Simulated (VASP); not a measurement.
Write the native input for VASP 6.6.1 that does the following.

- Task: single point
- Functional: PBEsol
- Potentials or basis: VASP PAW PBE potentials, release 64 (Mg, Si)
- Cutoff: 520 eV
- k mesh: 14 × 14 × 10
- Occupations: gaussian, width 0.1 eV
- Spin: no spin polarisation
- Dipole correction: no
- Further INCAR settings: ALGO = Normal; EDIFF = 1e-06; NBANDS = 14

The structure of MgSi lies in POSCAR:

```
MgSi
1.0
    1.5589613758     -5.1706676870      0.0000000000
    1.5589613758      5.1706676870      0.0000000000
    0.0000000000      0.0000000000      4.0893591134
Mg Si
2 2
Direct
    0.8216652095      0.1783347905      0.7500000000
    0.1783347905      0.8216652095      0.2500000000
    0.4125383917      0.5874616083      0.2500000000
    0.5874616083      0.4125383917      0.7500000000
```

This cell differs from its parent crystal: strained.

These files were run (other wordings do the same):

INCAR

```
PREC = Accurate ; ENCUT = 520
EDIFF = 1E-6 ; ISMEAR = 0
SIGMA = 0.1 ; LREAL = False
LASPH = True ; NELM = 60
ALGO = Normal ; ISIF = 2
LWAVE = False ; LCHARG = False
GGA = PS ; NBANDS = 14
```

KPOINTS

```
Automatic mesh
0
Gamma
  14 14 10
```

Potentials or basis: VASP PAW PBE potentials, release 64 (Mg, Si).

The run is started by

```console
$ cat potpaw_PBE.64/Mg/POTCAR potpaw_PBE.64/Si/POTCAR > POTCAR
$ mpirun -np 1 vasp_std > vasp.out
```

Results of the run:

```
Pressure               : 7.4 GPa
Largest force          : 2.161 eV/Å
Band gap on the k mesh : zero (band 6 reaches 8.52 eV, above the bottom of band 7 at 5.19 eV)
```

Caveat: the cell differs from its parent crystal (strained); the PAW data sets were made with another functional, which shifts forces and pressure a little.

It took 4 min on 1 thread of AMD EPYC 9R45 (Zen 5) (shared host), peak memory 0.4 GiB.
